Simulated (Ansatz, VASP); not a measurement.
V in VASP and in Ansatz

```xyz
1
Lattice="-1.4637 1.4637 1.4637 1.4637 -1.4637 1.4637 1.4637 1.4637 -1.4637" Properties=species:S:1:pos:R:3 pbc="T T T"
V     0.0000    0.0000    0.0000
```

Alike in both runs: task single point; functional LDA; k mesh 16 × 16 × 16; occupations fermi-dirac, width 0.1 eV; no spin polarisation.

|  | VASP | Ansatz |
| --- | --- | --- |
| version | VASP 6.6.1 | Ansatz 0.2.0 |
| potentials or method | VASP PAW LDA potentials, release 64 (V_sv), cutoff 520 eV | plane waves (420 eV) with PAW, scalar-relativistic |
| valence electrons in the cell | 13 | 13 |

Ansatz gave:

```
pressure (GPa) : 0.1
```

**Question.** What did VASP give for the same quantities?

**Answer.** Pressure (GPa): 0.6.

Ansatz warns that its potentials were made for another functional, while VASP's fit it. LDA's correlation is that of Perdew and Zunger in VASP and of Perdew and Wang (1992) in Ansatz.
